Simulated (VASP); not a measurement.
# Mg (Fm-3m) in VASP: a series of runs, part 2 of 2

VASP 6.6.1.

### Step 4. Relaxation of cell and atoms, PBE

This run uses another cell than the first one, of 20.30 Å³/atom, 0.880 times its volume.

Input file INCAR:

```
SYSTEM = Mg
  PREC = Accurate
  ENCUT = 600
  EDIFF = 1E-6
  ISMEAR = 0
  SIGMA = 0.1
  LREAL = .False.
  LASPH = .True.
  NELM = 60
  ALGO = Normal
  ISIF = 3
  LWAVE = .False.
  LCHARG = .False.
  GGA = PE
  IBRION = 2
  NSW = 80
  EDIFFG = -0.01
```

Input file KPOINTS:

```
regular mesh
0
Gamma
  16 16 16
  0 0 0
```

Input file POSCAR:

```
Mg
1.0
    0.0000000000      2.1650269240      2.1650269240
    2.1650269240      0.0000000000      2.1650269240
    2.1650269240      2.1650269240      0.0000000000
Mg
1
Direct
    0.0000000000      0.0000000000      0.0000000000
```

Potentials or basis: VASP PAW PBE potentials, release 64 (Mg).

Launch:

```console
$ cat potpaw_PBE.64/Mg/POTCAR > POTCAR
$ mpirun -np 1 vasp_std > vasp.out
```

OUTCAR:

```text
SYSTEM = Mg
   PREC = Accurate
   ENCUT = 600
   EDIFF = 1E-6
   ISMEAR = 0
   LREAL = .False.
   LASPH = .True.
   NELM = 60
   ISIF = 3
   GGA = PE
   IBRION = 2
   NSW = 80
   EDIFFG = -0.01

 ion  position               nearest neighbor table
   1  0.000  0.000  0.000-

  LATTYP: Found a face centered cubic cell.
 ALAT       =     4.3300538480

  Lattice vectors:

 A1 = (   0.0000000000,   2.1650269240,   2.1650269240)
 A2 = (   2.1650269240,   0.0000000000,   2.1650269240)
 A3 = (   2.1650269240,   2.1650269240,   0.0000000000)

Analysis of symmetry for initial positions (statically):
=====================================================================
 Subroutine PRICEL returns:
 Original cell was already a primitive cell.

 Routine SETGRP: Setting up the symmetry group for a
 face centered cubic supercell.

 Subroutine GETGRP returns: Found 48 space group operations
 (whereof 48 operations were pure point group operations)
 out of a pool of 48 trial point group operations.

The static configuration has the point symmetry O_h .

Analysis of symmetry for dynamics (positions and initial velocities):
=====================================================================
 Subroutine PRICEL returns:
 Original cell was already a primitive cell.

 Routine SETGRP: Setting up the symmetry group for a
 face centered cubic supercell.

 Subroutine GETGRP returns: Found 48 space group operations
 (whereof 48 operations were pure point group operations)
 out of a pool of 48 trial point group operations.

The dynamic configuration has the point symmetry O_h .

 Subroutine INISYM returns: Found 48 space group operations
 (whereof 48 operations are pure point group operations),
 and found     1 'primitive' translations

----------------------------------------------------------------------------------------

                                     Primitive cell

  volume of cell :      20.2964

  direct lattice vectors                    reciprocal lattice vectors
     0.000000000  2.165026924  2.165026924    -0.230944010  0.230944010  0.230944010
     2.165026924  0.000000000  2.165026924     0.230944010 -0.230944010  0.230944010
     2.165026924  2.165026924  0.000000000     0.230944010  0.230944010 -0.230944010

  length of vectors
     3.061810439  3.061810439  3.061810439     0.400006759  0.400006759  0.400006759

  position of ions in fractional coordinates (direct lattice)
     0.000000000  0.000000000  0.000000000

  ion indices of the primitive-cell ions
   primitive index   ion index
                 1           1

----------------------------------------------------------------------------------------

 KPOINTS: regular mesh

Automatic generation of k-mesh.
 Grid dimensions read from file:
 generate k-points for:   16   16   16

 Generating k-lattice:

  Cartesian coordinates                     Fractional coordinates (reciprocal lattice)
    -0.014434001  0.014434001  0.014434001     0.062500000  0.000000000  0.000000000
     0.014434001 -0.014434001  0.014434001     0.000000000  0.062500000  0.000000000
[... 39 lines left out ...]
 [... further k-points ...]
   k-points           NKPTS =    145   k-points in BZ     NKDIM =    145   number of bands    NBANDS=      5
   number of dos      NEDOS =    301   number of ions     NIONS =      1
   total plane-waves  NPLWV =  13824
   dimension x,y,z NGX =    24 NGY =   24 NGZ =   24
   dimension x,y,z NGXF=    48 NGYF=   48 NGZF=   48
   ions per type =               1
   NGX,Y,Z   is equivalent  to a cutoff of  13.03, 13.03, 13.03 a.u.
   NGXF,Y,Z  is equivalent  to a cutoff of  26.06, 26.06, 26.06 a.u.
 SYSTEM =  Mg
   PREC   = accura    normal or accurate (medium, high low for compatibility)
   ISTART =      0    job   : 0-new  1-cont  2-samecut
   ICHARG =      2    charge: 1-file 2-atom 10-const
   ISPIN  =      1    spin polarized calculation?
   LNONCOLLINEAR =      F non collinear calculations
   LSORBIT =      F    spin-orbit coupling
   LASPH  =      T    aspherical Exc in radial PAW
   ENCUT  =  600.0 eV  44.10 Ry    6.64 a.u.   6.12  6.12  6.12*2*pi/ulx,y,z
   NELM   =     60;   NELMIN=  2; NELMDL= -5     # of ELM steps
   EDIFF  = 0.1E-05   stopping-criterion for ELM
   LREAL  =      F    real-space projection
   EDIFFG = -.1E-01   stopping-criterion for IOM
   NSW    =     80    number of steps for IOM
   IBRION =      2    ionic relax: 0-MD 1-quasi-New 2-CG
   NFREE  =      1    steps in history (QN), initial steepest desc. (CG)
   ISIF   =      3    stress and relaxation
   ISYM   =      2    0-nonsym 1-usesym 2-fastsym
   POTIM  = 0.5000    time-step for ionic-motion
   TEBEG  =    0.0;   TEEND  =   0.0 temperature during run
   PSTRESS=    0.0 pullay stress
   NELECT =       2.0000    total number of electrons
   NUPDOWN=      -1.0000    fix difference up-down
   EMIN   =  10.00;   EMAX   =-10.00  energy-range for DOS
   EFERMI =   0.00;   METHOD = LEGACY
   ISMEAR =     0;   SIGMA  =   0.10  broadening in eV -4-tet -1-fermi 0-gaus
   EFERMI_NEDOS =   21; number of points for ismear=-14 and -15
   IALGO  =     38    algorithm
   IMIX   =      4    mixing-type and parameters
     AMIX     =   0.40;   BMIX     =  1.00
     AMIX_MAG =   1.60;   BMIX_MAG =  1.00
  volume/ion in A,a.u.               =      20.30       136.97
  Fermi-wavevector in a.u.,A,eV,Ry     =   0.756156  1.428928  7.779433  0.571772
  Thomas-Fermi vector in A             =   1.854213
   LORBIT       =      0    0 simple, 1 ext, 2 COOP (PROOUT), +10 PAW based schemes
   GGA     = PE    functional components
   LHFCALC =     F    Hartree Fock is set to
   AEXX    =    0.0000 exact exchange contribution
   IVDW    =     0    specifies the selected vdW correction
   LEPSILON=     F    determine dielectric tensor
   LRPA    =     F    only Hartree local field effects (RPA)
 conjugate gradient relaxation of ions
 non-spin polarized calculation
 Gauss-broadening in eV      SIGMA  =   0.10
  energy-cutoff  :      600.00
  volume of cell :       20.30
 maximum number of plane-waves:       700
   NGX = 13   NGY = 13   NGZ = 13

--------------------------------------- Ionic step        1  -------------------------------------------

 number of electron       2.0000000 magnetization

 Free energy of the ion-electron system (eV)
  ---------------------------------------------------
  ext. energy  EPLUGINS =         0.00000000
  ---------------------------------------------------
  free energy    TOTEN  =        -1.44790828 eV

  energy without entropy =       -1.44489429  energy(sigma->0) =       -1.44640129

------------------------ aborting loop because EDIFF is reached ----------------------------------------

  FORCE on cell =-STRESS in cart. coord.  units (eV):
  Direction    XX          YY          ZZ          XY          YZ          ZX
  --------------------------------------------------------------------------------------
  -------------------------------------------------------------------------------------
  Total        0.7378564      0.7378564      0.7378564      0.0000000     -0.0000000      0.0000000
  in kB       58.2455216     58.2455216     58.2455216      0.0000000     -0.0000000      0.0000000
  external PRESSURE =      58.2455216 kB  Pullay stress =       0.0000000 kB
[... 92 lines left out ...]
--------------------------------------- Ionic step        4  -------------------------------------------

 number of electron       2.0000000 magnetization

 Free energy of the ion-electron system (eV)
  ---------------------------------------------------
  ext. energy  EPLUGINS =         0.00000000
  ---------------------------------------------------
  free energy    TOTEN  =        -1.49301911 eV

  energy without entropy =       -1.49021351  energy(sigma->0) =       -1.49161631

 E-fermi :   2.5923     XC(G=0):  -8.4804

 val. band max:        2.5501892227   @ k =  -0.3750   0.1875   0.0625
 cond. band min:       2.5925952340   @ k =  -0.4375   0.4375   0.0000
 fundamental gap:      0.0424060113
 Fermi energy:         2.5923425174

 k-point     1 :       0.0000    0.0000    0.0000
  band No.  band energies     occupation
      1      -4.3022      2.00000
      2      14.9402      0.00000
      3      14.9402      0.00000
      4      14.9402      0.00000
      5      16.8526      0.00000
[... 177 lines left out ...]
 k-point    24 :      -0.0625    0.0625    0.0000
  band No.  band energies     occupation
      1      -4.0712      2.00000
      2      12.6239      0.00000
      3      13.4287      0.00000
      4      15.1647      0.00000
      5      17.0204      0.00000

 [... further k-points ...]

------------------------ aborting loop because EDIFF is reached ----------------------------------------

  FORCE on cell =-STRESS in cart. coord.  units (eV):
  Direction    XX          YY          ZZ          XY          YZ          ZX
  --------------------------------------------------------------------------------------
  -------------------------------------------------------------------------------------
  Total        0.0007114      0.0007114      0.0007114     -0.0000000      0.0000000      0.0000000
  in kB        0.0494727      0.0494727      0.0494727     -0.0000000      0.0000000      0.0000000
  external PRESSURE =       0.0494727 kB  Pullay stress =       0.0000000 kB
[... 16 lines left out ...]
  FREE ENERGIE OF THE ION-ELECTRON SYSTEM (eV)
  ---------------------------------------------------
  free  energy   TOTEN  =        -1.4930191126 eV

  energy  without entropy=       -1.4902135107  energy(sigma->0) =       -1.49161631

 reached required accuracy - stopping structural energy minimisation
```

OSZICAR:

```text
N       E                     dE             d eps       ncg     rms          rms(c)
DAV:   1    -0.464078952560E+00   -0.46408E+00   -0.85417E+02  1555   0.306E+02
DAV:   2    -0.145009378972E+01   -0.98601E+00   -0.93622E+00  1820   0.175E+01
DAV:   3    -0.145620849385E+01   -0.61147E-02   -0.61140E-02  1930   0.158E+00
[... 16 lines left out ...]
DAV:   4    -0.149300495368E+01   -0.11508E-06   -0.28698E-08   885   0.122E-03
   3 F= -.14930050E+01 E0= -.14916050E+01  d E =-.450967E-01
       N       E                     dE             d eps       ncg     rms          rms(c)
DAV:   1    -0.149301915400E+01   -0.14315E-04   -0.12091E-04  1805   0.593E-02    0.348E-03
DAV:   2    -0.149301911261E+01    0.41391E-07   -0.40198E-07  1230   0.571E-03
   4 F= -.14930191E+01 E0= -.14916163E+01  d E =-.451108E-01
```

Wall time 14 s (1 thread of Intel Xeon Platinum 8259CL at 2.50GHz (Skylake/Cascade Lake), shared host); peak memory 0.15 GiB.

What came out:

| Property | Result |
| --- | --- |
| Free energy | -1.4930 eV |
| Relaxed volume | 23.04 Å³/atom |
| Relaxed cell | a = 3.194 Å, b = 3.194 Å, c = 3.194 Å, α = 60.00°, β = 60.00°, γ = 60.00° |
| Space group after relaxing (to 0.05 Å) | Fm-3m (No. 225) |
| Energy gained by relaxing | 45.1 meV/atom |
| Ionic steps | 4 |
| Pressure after relaxing | 0.0 GPa |
| Band gap on the k mesh | zero (band 1 reaches 4.05 eV, above the bottom of band 2 at 1.32 eV) |

Step by step:
```tsv
step	energy change (eV)	largest force (eV/Å)	pressure (GPa)	volume (Å³)
1	0.0000	0.0000	5.82	20.30
2	-0.0438	0.0000	0.83	22.54
3	-0.0451	0.0000	-0.08	23.10
4	-0.0451	0.0000	0.00	23.04
```

Final structure:
```
Mg
1.0
     0.00000    2.25847    2.25847
     2.25847    0.00000    2.25847
     2.25847    2.25847    0.00000
Mg
1
Direct
  0.00000 0.00000 0.00000
```

### Step 5. Relaxation of cell and atoms, PBE

Input file INCAR:

```
SYSTEM = Mg
PREC = Accurate
ENCUT = 600
EDIFF = 1E-6
ISMEAR = 0
SIGMA = 0.1
LREAL = .FALSE.
LASPH = .TRUE.
NELM = 100
ALGO = Normal
ISIF = 3
LWAVE = .FALSE.
LCHARG = .FALSE.
GGA = PE
IBRION = 2
NSW = 80
EDIFFG = -0.01
```

Input file KPOINTS:

```
Automatic mesh
0
G
  16 16 16
  0 0 0
```

Input file POSCAR:

```
Mg
1.0
    0.0000000000      2.2593346182      2.2593346182
    2.2593346182      0.0000000000      2.2593346182
    2.2593346182      2.2593346182      0.0000000000
Mg
1
Direct
    0.0000000000      0.0000000000      0.0000000000
```

Launch:

```console
$ cat potpaw_PBE.64/Mg/POTCAR > POTCAR
$ mpirun -np 1 vasp_std > vasp.out
```

It took 13 s on 1 thread of Intel Xeon Platinum 8259CL at 2.50GHz (Skylake/Cascade Lake), shared host; peak memory 0.17 GiB.

Results (log left out):

```
Free energy             : -1.4930 eV
Pressure after relaxing : 0.0 GPa
Band gap on the k mesh  : zero (band 1 reaches 4.04 eV, above the bottom of band 2 at 1.31 eV)
```

Final structure:
```yaml
crystal:
  lattice:
    - [0.00000, 2.25933, 2.25933]
    - [2.25933, 0.00000, 2.25933]
    - [2.25933, 2.25933, 0.00000]
  atoms:
    - { symbol: Mg, position: [0.00000, 0.00000, 0.00000] }
```

Levels at points of the mesh, in eV from the Fermi level:
```csv
k point,band 1,band 2,band 3,band 4,band 5
"(0.00, 0.00, 0.00)",-6.89,12.34,12.34,12.34,14.25
"(0.50, 0.00, 0.00)",-1.68,-1.28,11.25,11.25,12.05
"(0.50, 0.50, 0.00)",-0.21,0.81,6.10,6.93,6.93
```

Caveat: the relaxation stopped at its first step, so nothing moved.

### Step 6. The runs side by side

```tsv
task	cell	cutoff (eV)	gap on the mesh (eV)	pressure (GPa)
single point	a = 3.195 Å, angles 60.0°, 1 atom	520	none	0.0
relaxation of cell and atoms	relaxed from a = 3.062 Å, angles 60.0°, 1 atom	600	none	0.0
relaxation of cell and atoms	relaxed from a = 3.195 Å, angles 60.0°, 1 atom	600	none	0.0
```

Alike in all rows: level PBE; potentials or basis VASP PAW PBE potentials, release 64 (Mg); no spin polarisation; k mesh 16 × 16 × 16; smearing gaussian 0.1 eV.

Caveats: the relaxation stopped at its first step, so nothing moved (some runs).

Total energies depend on the potentials used, so only differences within one code and one set of settings carry meaning.
